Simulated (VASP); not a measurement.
# Na4Pd: single point with PBE

The system is Na4Pd.

```
Na Pd
1.0
     5.56482    0.00000    0.00000
     0.00000    5.56482    0.00000
     0.00000    0.00000    5.56482
Na Pd
4 1
Direct
  0.50000 0.00000 0.00000
  0.00000 0.50000 0.00000
  0.00000 0.00000 0.50000
  0.50000 0.50000 0.50000
  0.00000 0.00000 0.00000
```

```json
{
 "Program": "VASP 6.6.1",
 "Task": "single point",
 "Functional": "PBE",
 "Potentials or basis": "VASP PAW PBE potentials, release 64 (Na_pv, Pd)",
 "Cutoff": "520 eV",
 "k mesh": "4 × 4 × 4",
 "Occupations": "gaussian, width 0.1 eV",
 "Spin": "no spin polarisation"
}
```

```json
{
 "Pressure": "0.1 GPa",
 "Band gap on the k mesh": "zero (band 19 reaches 1.89 eV, above the bottom of band 20 at 0.21 eV)"
}
```

Levels at points of the mesh, in eV from the Fermi level:
```csv
k point,band 15,band 16,band 17,band 18,band 19,band 20,band 21,band 22,band 23,band 24
"(0.00, 0.00, 0.00)",-1.77,-1.58,-1.58,-1.58,1.27,1.56,1.56,1.56,2.82,2.82
"(0.50, 0.00, 0.00)",-1.62,-1.62,-1.57,-1.57,-1.54,2.44,2.44,2.50,3.26,3.36
"(0.50, 0.50, 0.00)",-1.61,-1.61,-1.57,-1.31,-0.41,-0.41,0.13,3.20,4.09,4.49
"(0.50, 0.50, 0.50)",-1.71,-1.56,-1.56,-0.81,0.73,0.73,0.73,0.98,1.28,1.28
```

Wall time 38 s on 1 thread of Intel(R) Xeon(R) Platinum 8488C (Sapphire Rapids), with other jobs on the host, peak memory 0.26 GiB.
